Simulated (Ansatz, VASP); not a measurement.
One calculation of Pb, two programs

Contents of INCAR:

```
PREC     = Accurate       # precision mode
ENCUT    = 600            # plane-wave cutoff, eV
EDIFF    = 1E-6           # SCF threshold, eV
ISMEAR   = -1             # smearing method
SIGMA    = 0.05           # smearing width, eV
LREAL    = False          # projectors in reciprocal space
LASPH    = True           # aspherical terms in the spheres
NELM     = 100            # most SCF steps
ALGO     = Normal         # electronic algorithm
ISIF     = 3              # what is computed and relaxed
LWAVE    = False          # write WAVECAR
LCHARG   = False          # write CHGCAR
GGA      = CA             # functional
IBRION   = 2              # ionic algorithm
NSW      = 45             # ionic steps
EDIFFG   = -0.005         # ionic threshold
```

KPOINTS

```
regular mesh
0
Gamma
  15 15 15
```

POSCAR

```
Pb
1.0
   -1.9346816463      1.9346816463      1.9346816463
    1.9346816463     -1.9346816463      1.9346816463
    1.9346816463      1.9346816463     -1.9346816463
Pb
1
Direct
    0.0000000000      0.0000000000      0.0000000000
```

Input for Ansatz:

```yaml
crystal:
  lattice:
    - [-1.9346816463, 1.9346816463, 1.9346816463]
    - [1.9346816463, -1.9346816463, 1.9346816463]
    - [1.9346816463, 1.9346816463, -1.9346816463]
  atoms:
    - { symbol: Pb, position: [0.0, 0.0, 0.0] }
kpoints:
  mp_grid: { grid: [15, 15, 15] }
scf:
  occupations: { method: fermi_dirac, width: 0.05 }
hamiltonian:
  xc: lda
  pseudopotentials:
    kind: all_electron
    lapw: { basis_error: 0.0005 }
    relativity: none
output:
  forces: true
  stress: true
  eigenvalues: true
  populations: true
relax:
  f_tol: 0.005
  max_steps: 25
  cell: {}
```

Alike in both runs: task relaxation of cell and atoms; functional LDA; k mesh 15 × 15 × 15; occupations fermi-dirac, width 0.05 eV; no spin polarisation.

|  | VASP | Ansatz |
| --- | --- | --- |
| version | VASP 6.6.1 | Ansatz 0.2.0 |
| potentials or method | VASP PAW LDA potentials, release 64 (Pb_d), cutoff 600 eV | all-electron LAPW, non-relativistic |

```tsv
	VASP	Ansatz	Ansatz less VASP
relaxed volume (Å³/atom)	29.05	30.05	+0.994
relaxed cell length with the largest relative difference (Å)	3.354	3.392	+0.0378
```

LDA's correlation is that of Perdew and Zunger in VASP and of Perdew and Wang (1992) in Ansatz. Ansatz ran all-electron here, and VASP with PAW potentials.

Spin-orbit coupling is off throughout.
